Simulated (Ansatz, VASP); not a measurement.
## SnO in VASP and in Ansatz

```
CELL_PARAMETERS angstrom
0.00000 2.53697 2.53697
2.53697 0.00000 2.53697
2.53697 2.53697 0.00000
ATOMIC_POSITIONS crystal
Sn 0.00000 0.00000 0.00000
O 0.50000 0.50000 0.50000
```

Alike in both runs: task single point; functional r2SCAN; k mesh 8 × 8 × 8; occupations fermi-dirac, width 0.02 eV; no spin polarisation.

```csv
,VASP,Ansatz
version,VASP 6.6.1,Ansatz 0.2.0
potentials or method,"VASP PAW PBE potentials, release 64 (Sn_d, O)","plane waves, PAW"
plane-wave cutoff (eV),520,500
valence electrons in the cell,20,20
```

```csv
,VASP,Ansatz,Ansatz less VASP
gap on the k mesh at the Fermi level (eV),1.00,1.00,0.000
pressure (GPa),0.2,0.0,-0.17
```

VASP's potentials were made for PBE, not for r2SCAN.
